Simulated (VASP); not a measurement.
# AlNi (Pm-3m) in VASP: settings compared, part 3 of 3

VASP 6.6.1. Earlier steps stand in the parts before.

## 5. Single point, PBE, collinear spin, ferromagnetic start

This run uses another cell than the first one, of 11.24 Å³/atom, 0.940 times its volume.

INCAR reads:

```
PREC = Accurate
ENCUT = 520
EDIFF = 1E-6
ISMEAR = -1
SIGMA = 0.05
LREAL = F
LASPH = T
NELM = 150
ALGO = Fast
ISIF = 2
LWAVE = F
LCHARG = F
ISPIN = 2
MAGMOM = 1 0
LORBIT = 11
LMAXMIX = 4
GGA = PE
NBANDS = 18
```

KPOINTS reads:

```
Automatic mesh
0
Gamma
  9 9 9
```

POSCAR reads:

```
AlNi
1.0
    2.8221875792      0.0000000000      0.0000000000
    0.0000000000      2.8221875792      0.0000000000
    0.0000000000      0.0000000000      2.8221875792
Ni Al
1 1
Direct
    0.5000000000      0.5000000000      0.5000000000
    0.0000000000      0.0000000000      0.0000000000
```

Potentials or basis: VASP PAW PBE potentials, release 64 (Ni, Al).

Launch:

```console
$ cat potpaw_PBE.64/Ni/POTCAR potpaw_PBE.64/Al/POTCAR > POTCAR
$ mpirun -np 1 vasp_std > vasp.out
```

OUTCAR:

```text
PREC = Accurate
   ENCUT = 520
   EDIFF = 1E-6
   ISMEAR = -1
   LREAL = F
   LASPH = T
   NELM = 150
   ISIF = 2
   ISPIN = 2
   LORBIT = 11
   GGA = PE

 ion  position               nearest neighbor table
   1  0.500  0.500  0.500-   2 2.44   2 2.44   2 2.44   2 2.44   2 2.44   2 2.44   2 2.44   2 2.44

   2  0.000  0.000  0.000-   1 2.44   1 2.44   1 2.44   1 2.44   1 2.44   1 2.44   1 2.44   1 2.44

  LATTYP: Found a simple cubic cell.
 ALAT       =     2.8221875792

  Lattice vectors:

 A1 = (   2.8221875792,   0.0000000000,   0.0000000000)
 A2 = (   0.0000000000,   2.8221875792,   0.0000000000)
 A3 = (   0.0000000000,   0.0000000000,   2.8221875792)

Analysis of symmetry for initial positions (statically):
=====================================================================
 Subroutine PRICEL returns:
 Original cell was already a primitive cell.

 Routine SETGRP: Setting up the symmetry group for a
 simple cubic supercell.

 Subroutine GETGRP returns: Found 48 space group operations
[... 696 lines left out ...]

 spin component 2

 k-point     1 :       0.0000    0.0000    0.0000
  band No.  band energies     occupation
      1      -0.7309      1.00000
      2       7.3212      1.00000
      3       7.3212      1.00000
      4       9.1813      1.00000
      5       9.1813      1.00000
      6       9.1813      1.00000
[... 493 lines left out ...]
     17      34.2447      0.00000
     18      38.3594      0.00000

 [... further k-points ...]
[... 5 lines left out ...]
  --------------------------------------------------------------------------------------
  -------------------------------------------------------------------------------------
  Total        1.9505166      1.9505166      1.9505166      0.0000000      0.0000000     -0.0000000
  in kB      139.0281075    139.0281075    139.0281075      0.0000000      0.0000000     -0.0000000
  external PRESSURE =     139.0281075 kB  Pullay stress =       0.0000000 kB

 VOLUME and BASIS-vectors are now :
 -----------------------------------------------------------------------------
  energy-cutoff  :      520.00
  volume of cell :       22.48
      direct lattice vectors                 reciprocal lattice vectors
     2.822187579  0.000000000  0.000000000     0.354335058  0.000000000  0.000000000
     0.000000000  2.822187579  0.000000000     0.000000000  0.354335058  0.000000000
     0.000000000  0.000000000  2.822187579     0.000000000  0.000000000  0.354335058

 POSITION                                       TOTAL-FORCE (eV/Angst)
 -----------------------------------------------------------------------------------
      1.41109      1.41109      1.41109         0.000000      0.000000      0.000000
      0.00000      0.00000      0.00000         0.000000      0.000000      0.000000
 -----------------------------------------------------------------------------------
    total drift:                                0.000000      0.000000     -0.000000

  FREE ENERGIE OF THE ION-ELECTRON SYSTEM (eV)
  ---------------------------------------------------
  free  energy   TOTEN  =       -10.4680655044 eV

  energy  without entropy=      -10.4620325415  energy(sigma->0) =      -10.46504902

 total charge

# of ion       s       p       d       tot
------------------------------------------
    1        0.501   0.574   8.502   9.578
    2        0.391   0.442   0.000   0.832
--------------------------------------------------
tot          0.892   1.016   8.502  10.411

 magnetization (x)

# of ion       s       p       d       tot
------------------------------------------
    1       -0.000  -0.000  -0.000  -0.000
    2       -0.000  -0.000   0.000  -0.000
--------------------------------------------------
tot         -0.000  -0.000  -0.000  -0.000
```

OSZICAR:

```text
N       E                     dE             d eps       ncg     rms          rms(c)
DAV:   1     0.464854995589E+02    0.46485E+02   -0.53507E+03  2616   0.822E+02
DAV:   2    -0.923631128680E+01   -0.55722E+02   -0.48922E+02  2736   0.165E+02
DAV:   3    -0.118881869902E+02   -0.26519E+01   -0.26020E+01  3012   0.372E+01
DAV:   4    -0.119208104170E+02   -0.32623E-01   -0.32580E-01  2992   0.367E+00
DAV:   5    -0.119215207014E+02   -0.71028E-03   -0.71024E-03  2984   0.582E-01    0.129E+01
RMM:   6    -0.136590980758E+02   -0.17376E+01   -0.92488E+00  3212   0.305E+01    0.165E+01
RMM:   7    -0.104766947137E+02    0.31824E+01   -0.22988E+00  3035   0.145E+01    0.155E+00
RMM:   8    -0.104772406955E+02   -0.54598E-03   -0.55807E-02  2910   0.206E+00    0.737E-01
RMM:   9    -0.104693810345E+02    0.78597E-02   -0.10825E-02  3102   0.637E-01    0.597E-01
RMM:  10    -0.104680791777E+02    0.13019E-02   -0.19805E-03  3539   0.405E-01    0.149E-01
RMM:  11    -0.104680625532E+02    0.16625E-04   -0.41332E-04  3530   0.133E-01    0.942E-02
RMM:  12    -0.104680646306E+02   -0.20774E-05   -0.96345E-05  3874   0.587E-02    0.593E-02
RMM:  13    -0.104680663249E+02   -0.16943E-05   -0.18338E-05  3568   0.264E-02    0.153E-02
RMM:  14    -0.104680655044E+02    0.82047E-06   -0.41466E-06  3323   0.159E-02
   1 F= -.10468066E+02 E0= -.10465049E+02  d E =-.603296E-02  mag=    -0.0004
```

It took 26 s on 1 thread of Intel Xeon Platinum 8488C (Sapphire Rapids), shared host; peak memory 0.16 GiB.

Results:

```
Free energy                                           : -10.4681 eV
Pressure                                              : 13.9 GPa
Net moment                                            : 0.00 μB per cell
Valence electrons inside the program's atomic spheres : Ni 9.58; Al 0.83
```

Levels at points of the mesh, in eV from the Fermi level:
Spin up:
```tsv
k point	band 4	band 5	band 6	band 7	band 8	band 9
(0.00, 0.00, 0.00)	-1.71	-1.71	-1.71	5.75	5.75	5.75
```
Spin down:
```csv
k point,band 2,band 3,band 4,band 5,band 6,band 7,band 8,band 9,band 10,band 11
"(0.00, 0.00, 0.00)",-3.57,-3.57,-1.71,-1.71,-1.71,5.75,5.75,5.75,8.31,8.31
```

## 6. Single point, LDA, collinear spin, ferromagnetic start

This run uses another cell than the first one, of 11.48 Å³/atom, 0.960 times its volume.

INCAR reads:

```
  PREC = Accurate
  ENCUT = 520
  EDIFF = 1E-6
  ISMEAR = -1
  SIGMA = 0.05
  LREAL = False
  LASPH = True
  NELM = 150
  ALGO = Fast
  ISIF = 2
  LWAVE = False
  LCHARG = False
  ISPIN = 2
  MAGMOM = 1 0
  LORBIT = 11
  LMAXMIX = 4
  GGA = CA
  NBANDS = 18
```

KPOINTS reads:

```
regular mesh
0
Gamma
  9 9 9
```

POSCAR reads:

```
AlNi
1.0
    2.8420627945      0.0000000000      0.0000000000
    0.0000000000      2.8420627945      0.0000000000
    0.0000000000      0.0000000000      2.8420627945
Ni Al
1 1
Direct
    0.5000000000      0.5000000000      0.5000000000
    0.0000000000      0.0000000000      0.0000000000
```

Potentials or basis: VASP PAW LDA potentials, release 64 (Ni, Al).

Launch:

```console
$ cat potpaw_LDA.64/Ni/POTCAR potpaw_LDA.64/Al/POTCAR > POTCAR
$ mpirun -np 1 vasp_std > vasp.out
```

Run time: 14 s. Hardware: 1 thread of Intel Xeon Platinum 8488C (Sapphire Rapids), shared host; peak memory 0.14 GiB.

The run converged. Its results:

- Free energy: -12.1947 eV
- Pressure: -1.7 GPa
- Net moment: 0.00 μB per cell
- Valence electrons inside the program's atomic spheres: Ni 9.56; Al 0.83

Levels at points of the mesh, in eV from the Fermi level:
Spin up:
| k point | band 2 | band 3 | band 4 | band 5 | band 6 | band 7 | band 8 | band 9 | band 10 | band 11 |
| --- | --- | --- | --- | --- | --- | --- | --- | --- | --- | --- |
| (0.00, 0.00, 0.00) | -3.47 | -3.47 | -1.67 | -1.67 | -1.67 | 5.63 | 5.63 | 5.63 | 8.34 | 8.34 |
Spin down:
| k point | band 2 | band 3 | band 4 | band 5 | band 6 | band 7 | band 8 | band 9 | band 10 | band 11 |
| --- | --- | --- | --- | --- | --- | --- | --- | --- | --- | --- |
| (0.00, 0.00, 0.00) | -3.47 | -3.47 | -1.67 | -1.67 | -1.67 | 5.63 | 5.63 | 5.63 | 8.34 | 8.34 |

## 7. The runs side by side

| task | level | potentials or basis | cell | cutoff (eV) | gap on the mesh (eV) | pressure (GPa) | moment (μB) |
| --- | --- | --- | --- | --- | --- | --- | --- |
| relaxation of cell and atoms | PBEsol | VASP PAW PBE potentials, release 64 (Ni, Al) | relaxed to 20 GPa from a = 2.881 Å, 2 atoms | 600 | none | 20.0 | 0.00 |
| relaxation of cell and atoms | PBEsol | VASP PAW PBE potentials, release 64 (Ni, Al) | relaxed to 30 GPa from a = 2.881 Å, 2 atoms | 600 | none | 30.0 | 0.00 |
| single point | LDA | VASP PAW LDA potentials, release 64 (Ni, Al) | a = 2.822 Å, 2 atoms | 520 | none | 2.2 | 0.00 |
| single point | PBE | VASP PAW PBE potentials, release 64 (Ni, Al) | a = 2.822 Å, 2 atoms | 520 | none | 13.9 | 0.00 |
| single point | LDA | VASP PAW LDA potentials, release 64 (Ni, Al) | a = 2.842 Å, 2 atoms | 520 | none | -1.7 | 0.00 |

Alike in all rows: spin collinear, ferromagnetic start; k mesh 9 × 9 × 9; smearing fermi-dirac 0.05 eV.

Caveats: the cell is relaxed towards a set pressure, so the enthalpy falls and the energy may rise (some runs); the PAW data sets were made with another functional, which shifts forces and pressure a little (some runs).

Absolute energies hang on the potentials; compare differences alone.
